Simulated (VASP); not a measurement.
# NbIn2P3 (P4mm) in VASP: a series of runs, part 3 of 3

VASP 6.6.1.

**5. Single point, PBE, collinear spin**

The input, INCAR:

```
PREC = Accurate
ENCUT = 520
EDIFF = 1E-7
ISMEAR = 0
SIGMA = 0.1
LREAL = False
LASPH = True
NELM = 150
ALGO = Normal
ISIF = 2
LWAVE = False
LCHARG = False
ISPIN = 2
MAGMOM = 1 0 0 0 0 0
LORBIT = 11
LMAXMIX = 4
GGA = PE
NBANDS = 40
```

The input, KPOINTS:

```
regular mesh
0
Gamma
  4 4 2
```

The input, POSCAR:

```
NbIn2P3
1.0
    3.8275447135      0.0000000000      0.0000000000
    0.0000000000      3.8275447135      0.0000000000
    0.0000000000      0.0000000000      8.2888163838
Nb In P
1 2 3
Direct
    0.0000000000      0.0000000000      0.2930882337
    0.0000000000      0.5000000000      0.7078350557
    0.5000000000      0.0000000000      0.7078350557
    0.0000000000      0.5000000000      0.0774194963
    0.5000000000      0.0000000000      0.0774194963
    0.5000000000      0.5000000000      0.3914669522
```

Potentials or basis: VASP PAW PBE potentials, release 64 (Nb_sv, In_d, P).

Launch:

```
$ cat potpaw_PBE.64/Nb_sv/POTCAR potpaw_PBE.64/In_d/POTCAR potpaw_PBE.64/P/POTCAR > POTCAR
$ mpirun -np 1 vasp_std > vasp.out
```

OUTCAR:

```text
PREC = Accurate
   ENCUT = 520
   EDIFF = 1E-7
   ISMEAR = 0
   LREAL = False
   LASPH = True
   NELM = 150
   ISIF = 2
   ISPIN = 2
   LORBIT = 11
   GGA = PE

 ion  position               nearest neighbor table
   1  0.000  0.000  0.293-   4 2.62   5 2.62   4 2.62   5 2.62   6 2.83   6 2.83   6 2.83   6 2.83

   2  0.000  0.500  0.708-   3 2.71   3 2.71   3 2.71   3 2.71   4 3.06   6 3.25   6 3.25
   3  0.500  0.000  0.708-   2 2.71   2 2.71   2 2.71   2 2.71   5 3.06   6 3.25   6 3.25
   4  0.000  0.500  0.077-   1 2.62   1 2.62   5 2.71   5 2.71   5 2.71   5 2.71   2 3.06
   5  0.500  0.000  0.077-   1 2.62   1 2.62   4 2.71   4 2.71   4 2.71   4 2.71   3 3.06
   6  0.500  0.500  0.391-   1 2.83   1 2.83   1 2.83   1 2.83   3 3.25   3 3.25   2 3.25   2 3.25

  LATTYP: Found a simple tetragonal cell.
 ALAT       =     3.8275447135
 C/A-ratio  =     2.1655700989

  Lattice vectors:

 A1 = (   3.8275447135,   0.0000000000,   0.0000000000)
 A2 = (   0.0000000000,   3.8275447135,   0.0000000000)
 A3 = (   0.0000000000,   0.0000000000,   8.2888163838)

Analysis of symmetry for initial positions (statically):
=====================================================================
 Subroutine PRICEL returns:
 Original cell was already a primitive cell.

 Routine SETGRP: Setting up the symmetry group for a
 simple tetragonal supercell.

 Subroutine GETGRP returns: Found  8 space group operations
 (whereof  8 operations were pure point group operations)
 out of a pool of 16 trial point group operations.

The static configuration has the point symmetry C_4v.

Analysis of symmetry for dynamics (positions and initial velocities):
=====================================================================
 Subroutine PRICEL returns:
 Original cell was already a primitive cell.

 Routine SETGRP: Setting up the symmetry group for a
 simple tetragonal supercell.

 Subroutine GETGRP returns: Found  8 space group operations
 (whereof  8 operations were pure point group operations)
 out of a pool of 16 trial point group operations.

The dynamic configuration has the point symmetry C_4v.

Analysis of structural, dynamic, and magnetic symmetry:
=====================================================================
 Subroutine PRICEL returns:
 Original cell was already a primitive cell.

 Routine SETGRP: Setting up the symmetry group for a
 simple tetragonal supercell.

 Subroutine GETGRP returns: Found  8 space group operations
 (whereof  8 operations were pure point group operations)
 out of a pool of 16 trial point group operations.

The overall configuration has the point symmetry C_4v.

 Subroutine INISYM returns: Found  8 space group operations
 (whereof  8 operations are pure point group operations),
 and found     1 'primitive' translations

----------------------------------------------------------------------------------------

                                     Primitive cell

  volume of cell :     121.4320

  direct lattice vectors                    reciprocal lattice vectors
     3.827544714  0.000000000  0.000000000     0.261264094  0.000000000  0.000000000
     0.000000000  3.827544714  0.000000000     0.000000000  0.261264094  0.000000000
[... 83 lines left out ...]
   NSW    =      0    number of steps for IOM
   IBRION =     -1    ionic relax: 0-MD 1-quasi-New 2-CG
   NFREE  =      0    steps in history (QN), initial steepest desc. (CG)
   ISIF   =      2    stress and relaxation
   ISYM   =      2    0-nonsym 1-usesym 2-fastsym
   POTIM  = 0.5000    time-step for ionic-motion
   TEBEG  =    0.0;   TEEND  =   0.0 temperature during run
   PSTRESS=    0.0 pullay stress
   NELECT =      54.0000    total number of electrons
   NUPDOWN=      -1.0000    fix difference up-down
   EMIN   =  10.00;   EMAX   =-10.00  energy-range for DOS
   EFERMI =   0.00;   METHOD = LEGACY
   ISMEAR =     0;   SIGMA  =   0.10  broadening in eV -4-tet -1-fermi 0-gaus
   EFERMI_NEDOS =   21; number of points for ismear=-14 and -15
   IALGO  =     38    algorithm
   IMIX   =      4    mixing-type and parameters
     AMIX     =   0.40;   BMIX     =  1.00
     AMIX_MAG =   1.60;   BMIX_MAG =  1.00
  volume/ion in A,a.u.               =      20.24       136.58
  Fermi-wavevector in a.u.,A,eV,Ry     =   1.249573  2.361351 21.244591  1.561433
  Thomas-Fermi vector in A             =   2.383608
   LORBIT       =     11    0 simple, 1 ext, 2 COOP (PROOUT), +10 PAW based schemes
   GGA     = PE    functional components
   LHFCALC =     F    Hartree Fock is set to
   AEXX    =    0.0000 exact exchange contribution
   IVDW    =     0    specifies the selected vdW correction
   LEPSILON=     F    determine dielectric tensor
   LRPA    =     F    only Hartree local field effects (RPA)
 spin polarized calculation
 Gauss-broadening in eV      SIGMA  =   0.10
  energy-cutoff  :      520.00
  volume of cell :      121.43
 maximum number of plane-waves:      3324
   NGX = 15   NGY = 15   NGZ = 31

 number of electron      53.9999994 magnetization       0.0002263

 Free energy of the ion-electron system (eV)
  ---------------------------------------------------
  ext. energy  EPLUGINS =         0.00000000
  ---------------------------------------------------
  free energy    TOTEN  =       -30.53121064 eV

  energy without entropy =      -30.51956828  energy(sigma->0) =      -30.52538946

 E-fermi :   8.3048     XC(G=0): -10.6906

 val. band max:        8.2552946749   @ k =   0.0000   0.0000   0.0000
 cond. band min:       8.3376338394   @ k =   0.5000   0.0000   0.0000
 fundamental gap:      0.0823391645
 Fermi energy:         8.3048448186

 spin component 1

 k-point     1 :       0.0000    0.0000    0.0000
  band No.  band energies     occupation
      1     -47.4199      1.00000
      2     -23.4867      1.00000
      3     -23.4435      1.00000
      4     -23.4435      1.00000
      5      -7.8786      1.00000
      6      -7.5004      1.00000
[... 493 lines left out ...]
     38      14.1656      0.00000
     39      14.3783      0.00000
 Fermi energy:         8.3048448186

 spin component 2

 k-point     1 :       0.0000    0.0000    0.0000
  band No.  band energies     occupation
      1     -47.4198      1.00000
      2     -23.4866      1.00000
      3     -23.4433      1.00000
      4     -23.4433      1.00000
      5      -7.8786      1.00000
      6      -7.5004      1.00000
[... 493 lines left out ...]
     38      14.1656      0.00000
     39      14.3783      0.00000
 [bands above 39 left out]

------------------------ aborting loop because EDIFF is reached ----------------------------------------

  FORCE on cell =-STRESS in cart. coord.  units (eV):
  Direction    XX          YY          ZZ          XY          YZ          ZX
  --------------------------------------------------------------------------------------
  -------------------------------------------------------------------------------------
  Total       -0.1207122     -0.1207122     -0.0642745      0.0000000      0.0000000      0.0000000
  in kB       -1.5926810     -1.5926810     -0.8480403      0.0000000      0.0000000      0.0000000
  external PRESSURE =      -1.3444674 kB  Pullay stress =       0.0000000 kB

 VOLUME and BASIS-vectors are now :
 -----------------------------------------------------------------------------
  energy-cutoff  :      520.00
  volume of cell :      121.43
      direct lattice vectors                 reciprocal lattice vectors
     3.827544714  0.000000000  0.000000000     0.261264094  0.000000000  0.000000000
     0.000000000  3.827544714  0.000000000     0.000000000  0.261264094  0.000000000
     0.000000000  0.000000000  8.288816384     0.000000000  0.000000000  0.120644487

 POSITION                                       TOTAL-FORCE (eV/Angst)
 -----------------------------------------------------------------------------------
      0.00000      0.00000      2.42935         0.000000      0.000000     -0.010549
      0.00000      1.91377      5.86711         0.000000      0.000000      0.003587
      1.91377      0.00000      5.86711         0.000000      0.000000      0.003587
      0.00000      1.91377      0.64172         0.000000      0.000000      0.005840
      1.91377      0.00000      0.64172         0.000000      0.000000      0.005840
      1.91377      1.91377      3.24480         0.000000     -0.000000     -0.008305
 -----------------------------------------------------------------------------------
    total drift:                                0.000000     -0.000000     -0.000858

  FREE ENERGIE OF THE ION-ELECTRON SYSTEM (eV)
  ---------------------------------------------------
  free  energy   TOTEN  =       -30.5312106424 eV

  energy  without entropy=      -30.5195682772  energy(sigma->0) =      -30.52538946

 total charge

# of ion       s       p       d       tot
------------------------------------------
    1        2.141   5.979   2.396  10.517
    2        1.012   0.658   9.875  11.546
    3        1.012   0.658   9.875  11.546
    4        1.104   1.286   0.000   2.391
    5        1.104   1.286   0.000   2.391
    6        1.060   1.359   0.000   2.419
--------------------------------------------------
tot          7.435  11.227  22.147  40.808

 magnetization (x)

# of ion       s       p       d       tot
------------------------------------------
    1        0.000   0.000   0.000   0.000
    2        0.000  -0.000  -0.000  -0.000
    3        0.000  -0.000  -0.000  -0.000
    4       -0.000  -0.000   0.000  -0.000
    5       -0.000  -0.000   0.000  -0.000
    6       -0.000  -0.000   0.000  -0.000
--------------------------------------------------
tot          0.000  -0.000   0.000   0.000
```

Wall time 2 min (1 thread of Intel Xeon Platinum 8259CL at 2.50GHz (Skylake/Cascade Lake), shared host); peak memory 0.3 GiB.

What came out:

| Item | Value |
| --- | --- |
| Free energy | -30.5312 eV |
| Pressure | -0.1 GPa |
| Largest force | 0.011 eV/Å |
| Band gap on the k mesh | zero (filled and empty bands overlap) |
| Net moment | 0.00 μB per cell |
| Valence electrons inside the program's atomic spheres | Nb 10.52; In 11.55; P 2.39, 2.42 (each value once) |

Forces on the atoms (eV/Å):
```
Nb   0.000  0.000 -0.011
In   0.000  0.000  0.004
In   0.000  0.000  0.004
P    0.000  0.000  0.006
P    0.000  0.000  0.006
P    0.000  0.000 -0.008
```

Levels at points of the mesh, in eV from the Fermi level:
Spin up:
```tsv
k point	band 24	band 25	band 26	band 27	band 28	band 29	band 30	band 31
(0.00, 0.00, 0.00)	-1.77	-1.77	-0.05	0.70	0.70	0.80	1.51	1.73
(0.50, 0.00, 0.00)	-2.07	-1.48	-0.73	-0.52	0.03	0.45	1.41	1.45
(0.50, 0.50, 0.00)	-3.60	-3.53	-1.33	-1.33	-0.43	0.71	0.73	1.69
(0.00, 0.00, 0.50)	-1.71	-1.13	-0.05	0.42	0.49	0.49	1.64	1.98
(0.50, 0.00, 0.50)	-2.52	-1.42	-0.78	-0.59	0.56	0.63	1.81	1.99
(0.50, 0.50, 0.50)	-3.13	-3.13	-1.87	-1.87	-1.26	0.71	1.00	2.30
```
Spin down:
```
           k point  band 25  band 26  band 27  band 28  band 29  band 30
(0.00, 0.00, 0.00)    -1.77    -0.05     0.70     0.70     0.80     1.51
(0.50, 0.00, 0.00)    -1.48    -0.73    -0.52     0.03     0.45     1.41
(0.50, 0.50, 0.00)    -3.53    -1.33    -1.33    -0.43     0.71     0.73
(0.00, 0.00, 0.50)    -1.13    -0.05     0.42     0.49     0.49     1.64
(0.50, 0.00, 0.50)    -1.42    -0.78    -0.59     0.56     0.63     1.81
(0.50, 0.50, 0.50)    -3.13    -1.87    -1.87    -1.26     0.71     1.01
```

Caveat: the k points lie up to 0.41 Å⁻¹ apart, too coarse for converged energies and pressures of a metal; spin-orbit coupling is left out, which moves the levels of the heavy elements.

**6. Single point, PBE**

This run uses another cell than the first one, of 20.31 Å³/atom.

The input, INCAR:

```
PREC = Accurate
ENCUT = 520
EDIFF = 1E-7
ISMEAR = 0
SIGMA = 0.1
LREAL = F
LASPH = T
NELM = 80
ALGO = Normal
ISIF = 2
LWAVE = F
LCHARG = F
GGA = PE
NBANDS = 36
```

The input, KPOINTS:

```
regular mesh
0
Gamma
  10 10 6
```

The input, POSCAR:

```
NbIn2P3
1.0
    3.8100062750      0.0000000000      0.0000000000
    0.0000000000      3.8100062750      0.0000000000
    0.0000000000      0.0000000000      8.3964259013
Nb In P
1 2 3
Direct
    0.0000000000      0.0000000000      0.2837446030
    0.0000000000      0.5000000000      0.7169135564
    0.5000000000      0.0000000000      0.7169135564
    0.0000000000      0.5000000000      0.0709430293
    0.5000000000      0.0000000000      0.0709430293
    0.5000000000      0.5000000000      0.3956065155
```

Potentials or basis: VASP PAW PBE potentials, release 64 (Nb_sv, In_d, P).

Launch:

```
$ cat potpaw_PBE.64/Nb_sv/POTCAR potpaw_PBE.64/In_d/POTCAR potpaw_PBE.64/P/POTCAR > POTCAR
$ mpirun -np 1 vasp_std > vasp.out
```

It took 5.9 min on 1 thread of Intel Xeon Platinum 8259CL at 2.50GHz (Skylake/Cascade Lake), shared host; peak memory 0.45 GiB.

Results (log left out):

```
Free energy            : -30.5584 eV
Pressure               : -0.1 GPa
Largest force          : 0.023 eV/Å
Band gap on the k mesh : zero (bands 27 and 28 overlap by 2.05 eV)
```

Forces on the atoms (eV/Å):
```
Nb   0.000  0.000 -0.023
In   0.000  0.000 -0.001
In   0.000  0.000 -0.001
P    0.000  0.000  0.019
P    0.000  0.000  0.019
P    0.000  0.000 -0.011
```

Levels at points of the mesh, in eV from the Fermi level:
```csv
k point,band 23,band 24,band 25,band 26,band 27,band 28,band 29,band 30,band 31,band 32
"(0.00, 0.00, 0.00)",-2.15,-1.47,-1.47,0.12,0.74,0.96,0.96,1.78,1.86,1.86
"(0.50, 0.00, 0.00)",-2.54,-2.04,-1.29,-0.72,-0.44,0.06,0.60,1.50,1.59,1.76
"(0.50, 0.50, 0.00)",-3.45,-3.45,-3.26,-1.28,-1.28,-0.45,0.79,0.79,1.93,2.77
"(0.00, 0.00, 0.50)",-1.38,-1.38,-1.11,0.12,0.48,0.64,0.64,1.71,2.22,2.22
"(0.50, 0.00, 0.50)",-2.81,-2.49,-1.40,-0.66,-0.50,0.59,0.71,1.88,2.17,2.24
"(0.50, 0.50, 0.50)",-3.21,-3.17,-3.17,-1.56,-1.56,-1.30,0.79,1.09,2.45,2.75
```

Caveat: spin-orbit coupling is left out, which moves the levels of the heavy elements.

**7. The runs side by side**

| task | spin | cell | k mesh | cutoff (eV) | gap on the mesh (eV) | pressure (GPa) | largest force (eV/Å) |
| --- | --- | --- | --- | --- | --- | --- | --- |
| single point | off | a = 3.828, b = 3.828, c = 8.289 Å, 6 atoms, atomic positions A | 4 × 4 × 2 | 520 | none | -0.1 | 0.01 |
| single point | off | a = 3.806, b = 3.806, c = 8.477 Å, 6 atoms, atomic positions B | 4 × 4 × 2 | 520 | none | 61.5 | 11.85 |
| relaxation of cell and atoms | off | relaxed from a = 3.806, b = 3.806, c = 8.477 Å, 6 atoms, atomic positions B | 4 × 4 × 2 | 600 | none | 0.2 | 0.02 |
| single point | collinear | a = 3.828, b = 3.828, c = 8.289 Å, 6 atoms, atomic positions A | 4 × 4 × 2 | 520 | none | -0.1 | 0.01 |
| single point | off | a = 3.810, b = 3.810, c = 8.396 Å, 6 atoms, atomic positions C | 10 × 10 × 6 | 520 | none | -0.1 | 0.02 |

Alike in all rows: level PBE; potentials or basis VASP PAW PBE potentials, release 64 (Nb_sv, In_d, P); smearing gaussian 0.1 eV.

Caveats: some runs use coarse meshes; spin-orbit coupling is left out, which moves the levels of the heavy elements; forces of over 1 eV/Å act on the atoms, so gaps and moduli don't describe the material at rest (at least some runs).

Absolute energies hang on the potentials; compare differences alone.

The gap in the log of VASP goes by the Fermi energy; the results here count the filled bands.